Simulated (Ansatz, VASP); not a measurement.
# AlN: VASP beside Ansatz

INCAR

```
PREC = Accurate
ENCUT = 520
EDIFF = 1E-7
ISMEAR = -1
SIGMA = 0.08
LREAL = False
LASPH = True
NELM = 60
ALGO = Normal
ISIF = 2
LWAVE = False
LCHARG = False
GGA = PS
NBANDS = 11
```

File KPOINTS:

```
Automatic mesh
0
Gamma
  15 15 15
```

File POSCAR:

```
AlN
1.0
    0.0000000000      1.8862471766      1.8862471766
    1.8862471766      0.0000000000      1.8862471766
    1.8862471766      1.8862471766      0.0000000000
Al N
1 1
Direct
    0.0000000000      0.0000000000      0.0000000000
    0.2500000000      0.2500000000      0.2500000000
```

Input for Ansatz:

```yaml
crystal:
  lattice:
    - [0.0, 1.8862471766, 1.8862471766]
    - [1.8862471766, 0.0, 1.8862471766]
    - [1.8862471766, 1.8862471766, 0.0]
  atoms:
    - { symbol: Al, position: [0.0, 0.0, 0.0] }
    - { symbol: "N", position: [0.25, 0.25, 0.25] }
kpoints:
  mp_grid: { grid: [15, 15, 15] }
scf:
  occupations: { method: fermi_dirac, width: 0.08 }
hamiltonian:
  xc: pbesol
  pseudopotentials: { kind: all_electron, lapw: { basis_error: 0.001 } }
output:
  forces: true
  stress: true
  eigenvalues: true
  populations: true
```

Change from the starting cell: volume scaled by 0.64, LAPW.

Alike in both runs: task single point; functional PBEsol; k mesh 15 × 15 × 15; occupations fermi-dirac, width 0.08 eV; no spin polarisation.

|  | VASP | Ansatz |
| --- | --- | --- |
| version | VASP 6.6.1 | Ansatz 0.2.0 |
| potentials or method | VASP PAW PBE potentials, release 64 (Al, N), cutoff 520 eV | all-electron LAPW, scalar-relativistic |

```csv
,VASP,Ansatz,Ansatz less VASP
gap on the k mesh at the Fermi level (eV),3.32,3.33,+0.010
pressure (GPa),212.0,208.3,-3.65
```

VASP's potentials were made for PBE, not for PBEsol. Both programs put the cell under a high pressure, so it lies far from rest at this level. Ansatz ran all-electron here, and VASP with PAW potentials.

Noted on VASP's run: the cell as given lies far from equilibrium.
